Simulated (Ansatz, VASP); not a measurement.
**One calculation of CdTe, two programs**

```
Cd Te
1.0
     0.00000    3.14000    3.07720
     3.14000    0.00000    3.07720
     3.14000    3.14000    0.00000
Cd Te
1 1
Direct
  0.00000 0.00000 0.00000
  0.25000 0.25000 0.25000
```

Change from the starting cell: z stretched by -2 %, ions relaxed.

Alike in both runs: task relaxation of the atoms; functional PBE; k mesh 12 × 12 × 12; occupations fermi-dirac, width 0.02 eV; no spin polarisation.

```csv
,VASP,Ansatz
version,VASP 6.6.1,Ansatz 0.2.0
potentials or method,"VASP PAW PBE potentials, release 64 (Cd, Te)","plane-wave PAW, scalar-relativistic"
plane-wave cutoff (eV),520,420
valence electrons in the cell,18,36
```

```tsv
	VASP	Ansatz	Ansatz less VASP
gap on the k mesh at the Fermi level, each at its own relaxed structure (eV)	1.08	1.08	-0.005
```

VASP's potentials hold 18 valence electrons a cell and Ansatz's 36, so a difference there can come from the potentials and not from the codes. Ansatz's warnings: stress scf threshold loose.

Neither program's run includes spin-orbit coupling. Noted on VASP's run: the relaxation stopped at its first step, so nothing moved.
